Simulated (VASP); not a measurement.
Wanted: the native input for a VASP 6.6.1 run.

- Task: single point
- Functional: PBE
- Potentials or basis: VASP PAW PBE potentials, release 64 (Sn_d, O)
- Cutoff: 520 eV
- k mesh: 6 × 6 × 6
- Occupations: gaussian, width 0.1 eV
- Spin: no spin polarisation
- Dipole correction: no
- Further INCAR settings: ALGO = Normal; EDIFF = 1e-06; NBANDS = 17

The structure of SnO lies in POSCAR:

```
SnO
1.0
    3.1350950739      0.0000000000      0.0000000000
    0.0000000000      3.1350950739      0.0000000000
    0.0000000000      0.0000000000      3.1350950739
Sn O
1 1
Direct
    0.5000000000      0.5000000000      0.5000000000
    0.0000000000      0.0000000000      0.0000000000
```

One way to write it, as run:

INCAR

```
SYSTEM = SnO
PREC = Accurate ; ENCUT = 520
EDIFF = 1E-6 ; ISMEAR = 0
SIGMA = 0.1 ; LREAL = .FALSE.
LASPH = .TRUE. ; NELM = 80
ALGO = Normal ; ISIF = 2
LWAVE = .FALSE. ; LCHARG = .TRUE.
GGA = PE ; LELF = .TRUE.
LVHAR = .TRUE. ; NBANDS = 17
```

KPOINTS

```
Automatic mesh
0
G
  6 6 6
  0 0 0
```

Potentials or basis: VASP PAW PBE potentials, release 64 (Sn_d, O).

Command:

```sh
$ cat potpaw_PBE.64/Sn_d/POTCAR potpaw_PBE.64/O/POTCAR > POTCAR
$ mpirun -np 1 vasp_std > vasp.out
```

It gave:

```yaml
Pressure: -0.1 GPa
Band_gap_on_the_k_mesh: 0.29 eV, indirect (least direct gap 0.91 eV)
```

Caveat: spin-orbit coupling is left out, which moves the levels of the heavy elements.

Run time: 11 s on 1 thread of AMD EPYC 7R13 Processor (Zen 3), with other jobs on the host, peak memory 0.11 GiB.
